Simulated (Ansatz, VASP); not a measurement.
Two plane-wave programs on Al2O3

Contents of INCAR:

```
  PREC = Accurate
  ENCUT = 520
  EDIFF = 1E-7
  ISMEAR = 0
  SIGMA = 0.01
  LREAL = False
  LASPH = True
  NELM = 60
  ALGO = Normal
  ISIF = 2
  LWAVE = False
  LCHARG = False
  GGA = PE
  NBANDS = 35
```

File KPOINTS:

```
regular mesh
0
Gamma
  6 6 6
```

POSCAR

```
Al2O3
1.0
    2.3793614130      1.3737249523      4.3315939890
   -2.3793614130      1.3737249523      4.3315939890
    0.0000000000     -2.7474499046      4.3315939890
Al O
4 6
Direct
    0.8519115234      0.8519115234      0.8519115234
    0.3519115234      0.3519115234      0.3519115234
    0.1480884766      0.1480884766      0.1480884766
    0.6480884766      0.6480884766      0.6480884766
    0.4436339007      0.0563660993      0.7500000000
    0.0563660993      0.7500000000      0.4436339007
    0.5563660993      0.9436339007      0.2500000000
    0.2500000000      0.5563660993      0.9436339007
    0.9436339007      0.2500000000      0.5563660993
    0.7500000000      0.4436339007      0.0563660993
```

Input for Ansatz:

```yaml
crystal:
  lattice:
    - [2.379361413, 1.3737249523, 4.331593989]
    - [-2.379361413, 1.3737249523, 4.331593989]
    - [0.0, -2.7474499046, 4.331593989]
  atoms:
    - { symbol: Al, position: [0.8519115234, 0.8519115234, 0.8519115234] }
    - { symbol: Al, position: [0.3519115234, 0.3519115234, 0.3519115234] }
    - { symbol: Al, position: [0.1480884766, 0.1480884766, 0.1480884766] }
    - { symbol: Al, position: [0.6480884766, 0.6480884766, 0.6480884766] }
    - { symbol: O, position: [0.4436339007, 0.0563660993, 0.75] }
    - { symbol: O, position: [0.0563660993, 0.75, 0.4436339007] }
    - { symbol: O, position: [0.5563660993, 0.9436339007, 0.25] }
    - { symbol: O, position: [0.25, 0.5563660993, 0.9436339007] }
    - { symbol: O, position: [0.9436339007, 0.25, 0.5563660993] }
    - { symbol: O, position: [0.75, 0.4436339007, 0.0563660993] }
kpoints:
  mp_grid: { grid: [6, 6, 6] }
  band_path:
    path:
      - [0.0, 0.0, 0.0]
      - [0.5, 0.5, 0.5]
      - [0.7662811645, 0.2337188355, 0.5]
      - [0.5, -0.2337188355, 0.2337188355]
      - [0.5, 0.0, 0.0]
      - [0.3668594178, -0.3668594178, 0.0]
      - [0.6331405822, 0.0, 0.3668594178]
      - [0.5, 0.0, 0.5]
    npoints: 1
hamiltonian:
  xc: pbe
scf:
  occupations: { method: fixed }
  n_extra_bands: 6
output:
  forces: true
  stress: true
  eigenvalues: true
```

Alike in both runs: task single point; functional PBE; k mesh 6 × 6 × 6; no spin polarisation.

|  | VASP | Ansatz |
| --- | --- | --- |
| version | VASP 6.6.1 | Ansatz 0.2.0 |
| potentials or method | VASP PAW PBE potentials, release 64 (Al, O) | plane waves, PAW |
| plane-wave cutoff (eV) | 520 | 420 |
| occupations | gaussian, width 0.01 eV | fixed |
| valence electrons in the cell | 48 | 48 |

```csv
,VASP,Ansatz,Ansatz less VASP
gap on the k mesh at the Fermi level (eV),6.24,6.24,+0.002
pressure (GPa),7.4,7.6,+0.14
"traceless stress, the component that is largest in VASP (GPa)",-0.37,-0.34,+0.029
rms of the force components (eV/Å),0.015,0.015,-0.0007
```

Atom by atom the forces differ by 0.001 eV/Å (rms over components).
